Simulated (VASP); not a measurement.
# Sc (Fd-3m) in VASP: a series of runs

Sc is run at these levels: PBEsol; tasks: single point, relaxation of cell and atoms.

Program: VASP 6.6.1. These are calculated values, not measurements. Logs are shortened: lines on timing, memory, paths and dates and some standing lists are left out, and cuts for length are marked.

## 1. The cell of the first run

Symmetry: Fd-3m, No. 227, cubic system. Conventional cell: a = 6.234 Å, b = 6.234 Å, c = 6.234 Å, α = 90.00°, β = 90.00°, γ = 90.00°. Within 3.6 Å of Sc (site symmetry -43m) lie 4 Sc at 2.70 Å.

This isn't the form of Sc at room conditions, which is hcp.

## 2. Single point, PBEsol

INCAR reads:

```
SYSTEM = Sc
PREC     = Accurate       ! precision mode
ENCUT    = 520            ! plane-wave cutoff, eV
EDIFF    = 1E-6           ! SCF threshold, eV
ISMEAR   = -1             ! smearing method
SIGMA    = 0.05           ! smearing width, eV
LREAL    = .False.        ! projectors in reciprocal space
LASPH    = .True.         ! aspherical terms in the spheres
NELM     = 60             ! most SCF steps
ALGO     = Normal         ! electronic algorithm
ISIF     = 2              ! what is computed and relaxed
LWAVE    = .False.        ! write WAVECAR
LCHARG   = .False.        ! write CHGCAR
GGA      = PS             ! functional
NBANDS   = 18             ! bands
```

KPOINTS reads:

```
Automatic mesh
0
Gamma
  5 5 5
  0 0 0
```

POSCAR reads:

```
Sc
1.0
    0.0000000000      3.1169310250      3.1169310250
    3.1169310250      0.0000000000      3.1169310250
    3.1169310250      3.1169310250      0.0000000000
Sc
2
Direct
    0.0000000000      0.0000000000      0.0000000000
    0.2500000000      0.2500000000      0.2500000000
```

Potentials or basis: VASP PAW PBE potentials, release 64 (Sc_sv).

Run with:

```
> cat potpaw_PBE.64/Sc_sv/POTCAR > POTCAR
> mpirun -np 1 vasp_std > vasp.out
```

OUTCAR:

```text
SYSTEM = Sc
   PREC = Accurate
   ENCUT = 520
   EDIFF = 1E-6
   ISMEAR = -1
   LREAL = .False.
   LASPH = .True.
   NELM = 60
   ISIF = 2
   GGA = PS

 ion  position               nearest neighbor table
   1  0.000  0.000  0.000-   2 2.70   2 2.70   2 2.70   2 2.70
   2  0.250  0.250  0.250-   1 2.70   1 2.70   1 2.70   1 2.70

  LATTYP: Found a face centered cubic cell.
 ALAT       =     6.2338620500

  Lattice vectors:

 A1 = (   0.0000000000,   3.1169310250,   3.1169310250)
 A2 = (   3.1169310250,   0.0000000000,   3.1169310250)
 A3 = (   3.1169310250,   3.1169310250,   0.0000000000)

Analysis of symmetry for initial positions (statically):
=====================================================================
 Subroutine PRICEL returns:
 Original cell was already a primitive cell.

 Routine SETGRP: Setting up the symmetry group for a
 face centered cubic supercell.

 Subroutine GETGRP returns: Found 48 space group operations
 (whereof 24 operations were pure point group operations)
 out of a pool of 48 trial point group operations.

The static configuration has the point symmetry T_d .
 The point group associated with its full space group is O_h .

Analysis of symmetry for dynamics (positions and initial velocities):
=====================================================================
 Subroutine PRICEL returns:
 Original cell was already a primitive cell.

 Routine SETGRP: Setting up the symmetry group for a
 face centered cubic supercell.

 Subroutine GETGRP returns: Found 48 space group operations
 (whereof 24 operations were pure point group operations)
 out of a pool of 48 trial point group operations.

The dynamic configuration has the point symmetry T_d .
 The point group associated with its full space group is O_h .

 Subroutine INISYM returns: Found 48 space group operations
 (whereof 24 operations are pure point group operations),
 and found     1 'primitive' translations

----------------------------------------------------------------------------------------

                                     Primitive cell

  volume of cell :      60.5636

  direct lattice vectors                    reciprocal lattice vectors
     0.000000000  3.116931025  3.116931025    -0.160414201  0.160414201  0.160414201
     3.116931025  0.000000000  3.116931025     0.160414201 -0.160414201  0.160414201
     3.116931025  3.116931025  0.000000000     0.160414201  0.160414201 -0.160414201

  length of vectors
     4.408006129  4.408006129  4.408006129     0.277845546  0.277845546  0.277845546

  position of ions in fractional coordinates (direct lattice)
     0.000000000  0.000000000  0.000000000
     0.250000000  0.250000000  0.250000000

  ion indices of the primitive-cell ions
   primitive index   ion index
                 1           1
                 2           2

----------------------------------------------------------------------------------------

 KPOINTS: Automatic mesh

Automatic generation of k-mesh.
 Grid dimensions read from file:
 generate k-points for:    5    5    5

 Generating k-lattice:

  Cartesian coordinates                     Fractional coordinates (reciprocal lattice)
    -0.032082840  0.032082840  0.032082840     0.200000000  0.000000000  0.000000000
     0.032082840 -0.032082840  0.032082840     0.000000000  0.200000000  0.000000000
     0.032082840  0.032082840 -0.032082840     0.000000000  0.000000000  0.200000000

  Length of vectors
     0.055569109  0.055569109  0.055569109

  Shift w.r.t. Gamma in fractional coordinates (k-lattice)
     0.000000000  0.000000000  0.000000000

 Subroutine IBZKPT returns following result:
 ===========================================

 Found     10 irreducible k-points:

 Following reciprocal coordinates:
            Coordinates               Weight
  0.000000  0.000000  0.000000      1.000000
  0.200000  0.000000  0.000000      8.000000
  0.400000  0.000000  0.000000      8.000000
  0.200000  0.200000  0.000000      6.000000
  0.400000  0.200000  0.000000     24.000000
 -0.400000  0.200000  0.000000     24.000000
 -0.200000  0.200000  0.000000     12.000000
  0.400000  0.400000  0.000000      6.000000
 -0.400000  0.400000  0.000000     12.000000
 -0.400000  0.400000  0.200000     24.000000
   k-points           NKPTS =     10   k-points in BZ     NKDIM =     10   number of bands    NBANDS=     18
   number of dos      NEDOS =    301   number of ions     NIONS =      2
   total plane-waves  NPLWV =  46656
   dimension x,y,z NGX =    36 NGY =   36 NGZ =   36
   dimension x,y,z NGXF=    72 NGYF=   72 NGZF=   72
   ions per type =               2
   NGX,Y,Z   is equivalent  to a cutoff of  13.58, 13.58, 13.58 a.u.
   NGXF,Y,Z  is equivalent  to a cutoff of  27.15, 27.15, 27.15 a.u.
 SYSTEM =  Sc
   PREC   = accura    normal or accurate (medium, high low for compatibility)
   ISTART =      0    job   : 0-new  1-cont  2-samecut
   ICHARG =      2    charge: 1-file 2-atom 10-const
   ISPIN  =      1    spin polarized calculation?
   LNONCOLLINEAR =      F non collinear calculations
   LSORBIT =      F    spin-orbit coupling
   LASPH  =      T    aspherical Exc in radial PAW
   ENCUT  =  520.0 eV  38.22 Ry    6.18 a.u.   8.20  8.20  8.20*2*pi/ulx,y,z
   NELM   =     60;   NELMIN=  2; NELMDL= -5     # of ELM steps
   EDIFF  = 0.1E-05   stopping-criterion for ELM
   LREAL  =      F    real-space projection
   EDIFFG = 0.1E-04   stopping-criterion for IOM
   NSW    =      0    number of steps for IOM
   IBRION =     -1    ionic relax: 0-MD 1-quasi-New 2-CG
   NFREE  =      0    steps in history (QN), initial steepest desc. (CG)
   ISIF   =      2    stress and relaxation
   ISYM   =      2    0-nonsym 1-usesym 2-fastsym
   POTIM  = 0.5000    time-step for ionic-motion
   TEBEG  =    0.0;   TEEND  =   0.0 temperature during run
   PSTRESS=    0.0 pullay stress
   NELECT =      22.0000    total number of electrons
   NUPDOWN=      -1.0000    fix difference up-down
   EMIN   =  10.00;   EMAX   =-10.00  energy-range for DOS
   EFERMI =   0.00;   METHOD = LEGACY
   ISMEAR =    -1;   SIGMA  =   0.05  broadening in eV -4-tet -1-fermi 0-gaus
   EFERMI_NEDOS =   21; number of points for ismear=-14 and -15
   IALGO  =     38    algorithm
   IMIX   =      4    mixing-type and parameters
     AMIX     =   0.40;   BMIX     =  1.00
     AMIX_MAG =   1.60;   BMIX_MAG =  1.00
  volume/ion in A,a.u.               =      30.28       204.35
  Fermi-wavevector in a.u.,A,eV,Ry     =   1.168096  2.207381 18.564445  1.364448
  Thomas-Fermi vector in A             =   2.304587
   LORBIT       =      0    0 simple, 1 ext, 2 COOP (PROOUT), +10 PAW based schemes
   GGA     = PS    functional components
   LHFCALC =     F    Hartree Fock is set to
   AEXX    =    0.0000 exact exchange contribution
   IVDW    =     0    specifies the selected vdW correction
   LEPSILON=     F    determine dielectric tensor
   LRPA    =     F    only Hartree local field effects (RPA)
 non-spin polarized calculation
  energy-cutoff  :      520.00
  volume of cell :       60.56
 maximum number of plane-waves:      1642
 NGX is ok and might be reduce to    36
   NGX = 17   NGY = 17   NGZ = 17

 number of electron      21.9999998 magnetization

 Free energy of the ion-electron system (eV)
  ---------------------------------------------------
  ext. energy  EPLUGINS =         0.00000000
  ---------------------------------------------------
  free energy    TOTEN  =        -9.18150864 eV

  energy without entropy =       -9.14496063  energy(sigma->0) =       -9.16323464

 E-fermi :   2.1871     XC(G=0):  -8.9824

 val. band max:        2.1815779041   @ k =   0.0000   0.0000   0.0000
 cond. band min:       2.2207801228   @ k =   0.4000   0.2000   0.0000
 fundamental gap:      0.0392022187
 Fermi energy:         2.1870617620

 k-point     1 :       0.0000    0.0000    0.0000
  band No.  band energies     occupation
      1     -47.3522      2.00000
      2     -47.0099      2.00000
      3     -26.2510      2.00000
      4     -26.2510      2.00000
      5     -26.2510      2.00000
      6     -25.6966      2.00000
[... 10 lines left out ...]
     17       4.0497      0.00000
     18       6.1891      0.00000

 k-point     2 :       0.2000    0.0000    0.0000
  band No.  band energies     occupation
      1     -47.3286      2.00000
      2     -47.0340      2.00000
      3     -26.2756      2.00000
      4     -26.2756      2.00000
      5     -26.2517      2.00000
      6     -25.7008      2.00000
[... 10 lines left out ...]
     17       4.0702      0.00000
     18       6.1331      0.00000

 k-point     3 :       0.4000    0.0000    0.0000
  band No.  band energies     occupation
      1     -47.2788      2.00000
      2     -47.0848      2.00000
      3     -26.3116      2.00000
      4     -26.3116      2.00000
      5     -26.2548      2.00000
      6     -25.7054      2.00000
[... 10 lines left out ...]
     17       4.6076      0.00000
     18       5.8629      0.00000

 k-point     4 :       0.2000    0.2000    0.0000
  band No.  band energies     occupation
      1     -47.3198      2.00000
      2     -47.0429      2.00000
      3     -26.3034      2.00000
      4     -26.3034      2.00000
      5     -26.2003      2.00000
      6     -25.7538      2.00000
[... 10 lines left out ...]
     17       4.1614      0.00000
     18       5.7724      0.00000

 k-point     5 :       0.4000    0.2000    0.0000
  band No.  band energies     occupation
      1     -47.2737      2.00000
      2     -47.0899      2.00000
      3     -26.3519      2.00000
      4     -26.3381      2.00000
      5     -26.1589      2.00000
      6     -25.7982      2.00000
[... 10 lines left out ...]
     17       4.6501      0.00000
     18       5.4353      0.00000

 k-point     6 :      -0.4000    0.2000    0.0000
  band No.  band energies     occupation
      1     -47.2479      2.00000
      2     -47.1160      2.00000
      3     -26.3793      2.00000
      4     -26.3344      2.00000
      5     -26.1538      2.00000
      6     -25.8021      2.00000
[... 10 lines left out ...]
     17       4.6521      0.00000
     18       5.5097      0.00000

 k-point     7 :      -0.2000    0.2000    0.0000
  band No.  band energies     occupation
      1     -47.2936      2.00000
      2     -47.0697      2.00000
      3     -26.3450      2.00000
      4     -26.2968      2.00000
      5     -26.2033      2.00000
      6     -25.7508      2.00000
[... 10 lines left out ...]
     17       4.4401      0.00000
     18       5.5559      0.00000

 k-point     8 :       0.4000    0.4000    0.0000
  band No.  band energies     occupation
      1     -47.2349      2.00000
      2     -47.1291      2.00000
      3     -26.3740      2.00000
      4     -26.3740      2.00000
      5     -26.0669      2.00000
      6     -25.8975      2.00000
[... 10 lines left out ...]
     17       5.0211      0.00000
     18       5.0211      0.00000

 k-point     9 :      -0.4000    0.4000    0.0000
  band No.  band energies     occupation
      1     -47.1984      2.00000
      2     -47.1658      2.00000
      3     -26.3964      2.00000
      4     -26.3719      2.00000
      5     -26.0285      2.00000
      6     -25.9322      2.00000
[... 10 lines left out ...]
     17       4.9449      0.00000
     18       5.9129      0.00000

 k-point    10 :      -0.4000    0.4000    0.2000
  band No.  band energies     occupation
      1     -47.2248      2.00000
      2     -47.1393      2.00000
      3     -26.3903      2.00000
      4     -26.3649      2.00000
      5     -26.0704      2.00000
      6     -25.8865      2.00000
[... 10 lines left out ...]
     17       5.0989      0.00000
     18       5.3592      0.00000

------------------------ aborting loop because EDIFF is reached ----------------------------------------

  FORCE on cell =-STRESS in cart. coord.  units (eV):
  Direction    XX          YY          ZZ          XY          YZ          ZX
  --------------------------------------------------------------------------------------
  -------------------------------------------------------------------------------------
  Total        0.0089858      0.0089858      0.0089858      0.0000000      0.0000000     -0.0000000
  in kB        0.2377157      0.2377157      0.2377157      0.0000000      0.0000000     -0.0000000
  external PRESSURE =       0.2377157 kB  Pullay stress =       0.0000000 kB

 VOLUME and BASIS-vectors are now :
 -----------------------------------------------------------------------------
  energy-cutoff  :      520.00
  volume of cell :       60.56
      direct lattice vectors                 reciprocal lattice vectors
     0.000000000  3.116931025  3.116931025    -0.160414201  0.160414201  0.160414201
     3.116931025  0.000000000  3.116931025     0.160414201 -0.160414201  0.160414201
     3.116931025  3.116931025  0.000000000     0.160414201  0.160414201 -0.160414201

 POSITION                                       TOTAL-FORCE (eV/Angst)
 -----------------------------------------------------------------------------------
      0.00000      0.00000      0.00000         0.000000      0.000000      0.000000
      1.55847      1.55847      1.55847        -0.000000     -0.000000     -0.000000
 -----------------------------------------------------------------------------------
    total drift:                                0.000000      0.000000      0.000000

  FREE ENERGIE OF THE ION-ELECTRON SYSTEM (eV)
  ---------------------------------------------------
  free  energy   TOTEN  =        -9.1815086399 eV

  energy  without entropy=       -9.1449606336  energy(sigma->0) =       -9.16323464
```

It took 22 s on 1 thread of Intel Xeon 8259CL, shared host; peak memory 0.2 GiB.

What came out:

```yaml
Free_energy: -9.1815 eV
Pressure: 0.0 GPa
Band_gap_on_the_k_mesh: zero (bands 11 and 12 overlap by 0.44 eV)
```

Levels at points of the mesh, in eV from the Fermi level:
```tsv
k point	band 8	band 9	band 10	band 11	band 12	band 13	band 14	band 15
(0.00, 0.00, 0.00)	-27.88	-4.18	-0.01	-0.01	0.33	0.33	0.33	1.86
```

Caveat: the PAW data sets were made with another functional, which shifts forces and pressure a little.

(Part 1 of 3 ends here.)
